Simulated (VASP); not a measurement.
A run of VASP 6.6.1 is set up as follows.

Contents of INCAR:

```
PREC = Accurate
ENCUT = 520
EDIFF = 1E-6
ISMEAR = -1
SIGMA = 0.02
LREAL = F
LASPH = T
NELM = 120
ALGO = Normal
ISIF = 2
LWAVE = F
LCHARG = F
GGA = PE
NELECT = 64.0
NBANDS = 46
GGA_COMPAT = F
```

File KPOINTS:

```
Automatic mesh
0
Gamma
  2 2 2
```

File POSCAR:

```
Mg8HO8
1.0
    0.0000000000      4.2370000000      4.2370000000
    4.2370000000      0.0000000000      4.2370000000
    4.2370000000      4.2370000000      0.0000000000
Mg O H
8 8 1
Direct
   -0.0012862875      0.0217016757      0.0129926835
    0.0556053812     -0.0308472976      0.4729997640
    0.0154590512      0.4620958225      0.0353316025
   -0.0061600189      0.4900401227      0.4952796790
    0.5477342459     -0.0643969790      0.0082487609
    0.4837030918      0.0015223035      0.5188222799
    0.4893084730      0.4991739438      0.0077177248
    0.4630516875      0.5200259618      0.5077531272
    0.2638777437      0.2486311069      0.2337148926
    0.2178428133      0.2832664621      0.7371489261
    0.2643969790      0.7594878452      0.2268468256
    0.2675123908      0.7583313665      0.7513688931
    0.7246282747      0.2578593344      0.2771890489
    0.7552631579      0.2712886476      0.7413146094
    0.7530800094      0.7460231296      0.2561246165
    0.7686098655      0.7492329478      0.7238848242
    0.7305640784      0.1902997404      0.6519707340
```

Potentials or basis: VASP PAW PBE potentials, release 64 (Mg, O, H).

The run is started by

```sh
$ cat potpaw_PBE.64/Mg/POTCAR potpaw_PBE.64/O/POTCAR potpaw_PBE.64/H/POTCAR > POTCAR
$ mpirun -np 1 vasp_std > vasp.out
```

Task: Estimate the largest force.

Result: 2.377 eV/Å.

Forces in eV/Å, atoms in the order of the input:
```
Mg  -1.011  0.174 -0.825
Mg   0.205  0.011 -0.756
Mg   0.156 -2.223  0.826
Mg   0.739 -0.266  1.844
Mg   0.872 -0.796  0.058
Mg  -0.471  0.287  1.224
Mg   0.295  0.079  0.468
Mg  -0.385 -0.132  0.289
O    0.070  1.020 -0.761
O   -0.360  1.564 -0.090
O    0.071  0.162 -0.455
O   -0.136 -1.032 -1.205
O   -0.631  0.634  0.726
O   -0.286  0.407 -1.411
O   -0.399  0.042  0.215
O    1.297  0.492  0.142
H   -0.026 -0.423 -0.287
```

Caveat: the k points lie up to 0.64 Å⁻¹ apart; the cell carries a net charge on a neutralising background, which shifts energy and pressure.
